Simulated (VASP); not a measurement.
Runs of VASP 6.6.1 on Ta. Symmetry: Im-3m, No. 229, cubic system. The conventional cell has a = 3.303 Å, b = 3.303 Å, c = 3.303 Å, α = 90.00°, β = 90.00°, γ = 90.00°. Ta (site symmetry m-3m) has 14 Ta at 2.86 to 3.30 Å within 3.8 Å. 

| task | level | spin | gap on the mesh (eV) | pressure (GPa) | moment (μB) |
| --- | --- | --- | --- | --- | --- |
| electric field gradients | PBE | non-collinear, zero start, SOC | - | 3.0 | 0.00 |
| electric field gradients | r2SCAN | off | none | 1.2 | - |
| electric field gradients | PBEsol | off | none | (a) | - |
| single point | PBE | non-collinear, zero start, SOC | - | 3.0 | 0.00 |
| single point | PBE | off | none | 3.2 | - |

Alike in all rows: potentials or basis VASP PAW PBE potentials, release 64 (Ta_pv); cell as given; k mesh 17 × 17 × 17; cutoff (eV) 520; smearing fermi-dirac 0.08 eV.

**Question.** Fill in the values left out.

**Answer.** (a) -3.6.

Caveats: the cell stands under pressure (at least some runs); spin-orbit coupling is left out, which moves the levels of the heavy elements (at least some runs); the PAW data sets were made with another functional, which shifts forces and pressure a little (at least some runs); the cell stands under tension (at least some runs).

A k mesh can miss the band edges, and rows without SOC leave out spin-orbit coupling on Ta.

A gap of «none» marks levels without a gap at the run's occupations.
